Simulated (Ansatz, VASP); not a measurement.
## One calculation of H4CO, two programs

```
C O H
1.0
     8.05483    0.00000    0.00000
     0.00000    8.05483    0.00000
     0.00000    0.00000    8.05483
C O H
6 6 24
Direct
  0.70565 0.58852 0.59292
  0.46450 0.20438 0.16362
  0.08035 0.03341 0.71768
  0.12879 0.49320 0.32566
  0.28914 0.48738 0.77615
  0.90919 0.95127 0.28572
  0.67116 0.41652 0.56121
  0.32851 0.09586 0.20105
  0.04842 0.86366 0.75886
  0.13659 0.50977 0.14867
  0.29688 0.63855 0.87015
  0.85873 0.81585 0.18328
  0.59142 0.64234 0.64388
  0.77096 0.36766 0.51465
  0.80586 0.60563 0.68467
  0.73871 0.65572 0.47823
  0.43547 0.32529 0.21859
  0.35902 0.98609 0.16200
  0.58152 0.15920 0.21805
  0.48083 0.22051 0.02867
  0.95887 0.09120 0.69216
  0.15232 0.80648 0.78984
  0.13892 0.10249 0.82079
  0.15899 0.04724 0.60572
  0.23059 0.56779 0.37662
  0.04400 0.44888 0.10169
  0.01102 0.54274 0.37430
  0.14619 0.36301 0.36391
  0.27539 0.51994 0.64462
  0.26088 0.60917 0.98277
  0.40328 0.41276 0.79018
  0.18151 0.41097 0.81240
  0.85822 0.92868 0.41009
  0.92089 0.82160 0.07961
  0.04515 0.96215 0.29607
  0.86007 0.07095 0.23973
```

Alike in both runs: functional PBE; dispersion D3(BJ); k mesh 1 × 1 × 1; occupations fermi-dirac, width 0.02 eV; no spin polarisation.

Ansatz relaxed the structure, and its values are those at the end. VASP's run is a single point on that final structure, the one shown.

|  | VASP | Ansatz |
| --- | --- | --- |
| version | VASP 6.6.1 | Ansatz 0.2.0 |
| potentials or method | VASP PAW PBE potentials, release 64 (C_h, O_h, H_h), cutoff 1000 eV | scalar-relativistic, plane waves, PAW |
| valence electrons in the cell | 84 | 84 |

```tsv
	VASP	Ansatz	Ansatz less VASP
rms of the force components (eV/Å)	0.039	0.041	+0.0018
```
